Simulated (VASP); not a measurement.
# HgTe: single point with PBE

Crystal: HgTe.

```
Hg Te
1.0
     0.00000    3.18000    3.18000
     3.18000    0.00000    3.18000
     3.18000    3.18000    0.00000
Hg Te
1 1
Direct
  0.00000 0.00000 0.00000
  0.50000 0.50000 0.50000
```

- Program: VASP 6.6.1
- Task: single point
- Functional: PBE
- Potentials or basis: VASP PAW PBE potentials, release 64 (Hg, Te)
- Cutoff: 520 eV
- k mesh: 3 × 3 × 3
- Occupations: fermi-dirac, width 0.03 eV
- Spin: no spin polarisation
- Dipole correction: no
- Further INCAR settings: ALGO = Normal; EDIFF = 1e-06; NBANDS = 16

```json
{
 "Pressure": "-2.2 GPa",
 "Band gap on the k mesh": "zero (band 9 reaches 3.06 eV, above the bottom of band 10 at 2.46 eV)"
}
```

Levels at points of the mesh, in eV from the Fermi level:
| k point | band 5 | band 6 | band 7 | band 8 | band 9 | band 10 | band 11 | band 12 | band 13 | band 14 |
| --- | --- | --- | --- | --- | --- | --- | --- | --- | --- | --- |
| (0.00, 0.00, 0.00) | -6.17 | -6.17 | -1.34 | -0.50 | -0.50 | -0.50 | 7.51 | 7.51 | 7.51 | 7.60 |

It took 5.4 s on 1 thread of Intel Xeon 6975P-C, with other jobs on the host, peak memory 0.2 GiB.

Caveat: the k points lie up to 0.57 Å⁻¹ apart; spin-orbit coupling is left out, which moves the levels of the heavy elements.
